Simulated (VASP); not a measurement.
## P: single point with HSE06

P, a slab with vacuum:

```xyz
4
Lattice="4.6275 0.0000 0.0000 0.0000 3.2919 0.0000 0.0000 0.0000 27.8196" Properties=species:S:1:pos:R:3 pbc="T T T"
P     0.4222    0.0000   10.5418
P     1.8915    1.6459   10.5418
P     2.7360    1.6459    8.4582
P     4.2053    0.0000    8.4582
```

```
Program             : VASP 6.6.1
Task                : single point
Functional          : HSE06
Potentials or basis : VASP PAW PBE potentials, release 64 (P)
Cutoff              : 400 eV
k mesh              : 4 × 6 × 1
Occupations         : gaussian, width 0.01 eV
Spin                : no spin polarisation
```

* Largest force: 0.182 eV/Å
* Band gap on the k mesh: 1.61 eV

Forces in eV/Å, atoms in the order of the input:
```
P    0.009  0.000 -0.182
P   -0.009  0.000 -0.182
P    0.009  0.000  0.182
P   -0.009  0.000  0.182
```

Levels at points of the mesh, in eV from the valence-band top:
```csv
k point,band 8,band 9,band 10,band 11,band 12,band 13
"(0.00, 0.00, 0.00)",-2.00,-1.79,0.00,1.61,2.32,3.54
"(0.50, 0.00, 0.00)",-2.86,-1.46,-1.46,2.88,2.88,4.55
"(0.00, 0.50, 0.00)",-3.05,-2.14,-2.14,1.97,1.97,2.96
"(0.50, 0.50, 0.00)",-5.03,-1.23,-1.23,3.16,3.16,4.75
```

Run time: 59 min on 1 thread of Oxide Virtual Turin-like Processor, with other jobs on the host, peak memory 0.47 GiB.

Caveat: the PAW data sets were made with another functional, which shifts forces and pressure a little.
